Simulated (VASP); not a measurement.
Wanted: the native input for a VASP 6.6.1 run.

* Task: single point
* Functional: LDA
* Potentials or basis: VASP PAW LDA potentials, release 64 (Fe_sv)
* Cutoff: 600 eV
* k mesh: 16 × 16 × 16
* Occupations: gaussian, width 0.6 eV
* Spin: collinear spin, ferromagnetic start
* Starting moments: [1.988] μB
* Dipole correction: no
* Second run: valence_matched
* Further INCAR settings: ALGO = Normal; EDIFF = 1e-06; NBANDS = 18

The structure of Fe lies in POSCAR:

```
Fe
1.0
   -1.3745984210      1.3745984210      1.3745984210
    1.3745984210     -1.3745984210      1.3745984210
    1.3745984210      1.3745984210     -1.3745984210
Fe
1
Direct
    0.0000000000      0.0000000000      0.0000000000
```

These files were run (other wordings do the same):

INCAR

```
SYSTEM = Fe
  PREC = Accurate
  ENCUT = 600
  EDIFF = 1E-6
  ISMEAR = 0
  SIGMA = 0.6
  LREAL = .False.
  LASPH = .True.
  NELM = 200
  ALGO = Normal
  ISIF = 2
  LWAVE = .False.
  LCHARG = .False.
  ISPIN = 2
  MAGMOM = 1.988
  LORBIT = 11
  LMAXMIX = 4
  NBANDS = 18
  GGA_COMPAT = .False.
```

KPOINTS

```
Automatic mesh
0
Gamma
  16 16 16
  0 0 0
```

Potentials or basis: VASP PAW LDA potentials, release 64 (Fe_sv).

Run with:

```sh
$ cat potpaw_LDA.64/Fe_sv/POTCAR > POTCAR
$ mpirun -np 1 vasp_std > vasp.out
```

It gave:

```
Pressure                                              : -5.3 GPa
Net moment                                            : 1.75 μB per cell
Site moments                                          : Fe +1.72 μB
Valence electrons inside the program's atomic spheres : Fe 13.81
```

Wall time 37 s on 1 thread of Intel(R) Xeon(R) Platinum 8488C (Sapphire Rapids), with other jobs on the host, peak memory 0.15 GiB.
